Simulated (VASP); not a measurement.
## CoO: single point with LDA

The system is CoO.

```
CELL_PARAMETERS angstrom
1.47474 0.85144 2.39012
-1.47474 0.85144 2.39012
0.00000 -1.70288 2.39012
ATOMIC_POSITIONS crystal
Co 0.00000 0.00000 0.00000
O 0.50000 0.50000 0.50000
```

- Program: VASP 6.6.1
- Task: single point
- Functional: LDA
- Potentials or basis: VASP PAW LDA potentials, release 64 (Co, O)
- Cutoff: 520 eV
- k mesh: 11 × 11 × 11
- Occupations: fermi-dirac, width 0.05 eV
- Spin: collinear spin, ferromagnetic start
- Starting moments: [2.0, 0.0] μB

The pressure is -12.8 GPa. The net moment is 2.30 μB per cell and the site moments are Co +2.05; O +0.20 μB. The valence electrons inside the program's atomic spheres are Co 7.99; O 4.95.

Stress tensor (GPa, compression positive):
```
-12.70   0.00   0.00
  0.00 -12.70   0.00
  0.00   0.00 -13.04
```

Levels at points of the mesh, in eV from the Fermi level:
Spin up:
| k point | band 6 | band 7 | band 8 | band 9 | band 10 | band 11 | band 12 | band 13 |
| --- | --- | --- | --- | --- | --- | --- | --- | --- |
| (0.00, 0.00, 0.00) | -2.87 | -2.83 | -2.78 | -2.78 | 1.37 | 16.85 | 18.50 | 18.50 |
Spin down:
```
           k point  band 3  band 4  band 5  band 6  band 7  band 8  band 9  band 10
(0.00, 0.00, 0.00)   -3.28   -3.22   -1.30   -1.30   -1.26   -0.64   -0.64     1.79
```

Run time: 31 s on 1 thread of Intel(R) Xeon(R) 6975P-C (Granite Rapids), on a shared host, peak memory 0.19 GiB.

Caveat: a cell with one magnetic atom can't hold antiferromagnetic order, which such compounds often take; semilocal functionals often make such compounds metallic where correlation or magnetic order opens a gap, which also shifts bond lengths. With open d or f shells a metallic result of LDA can be an artefact of self-interaction; +U or a hybrid may open a gap.
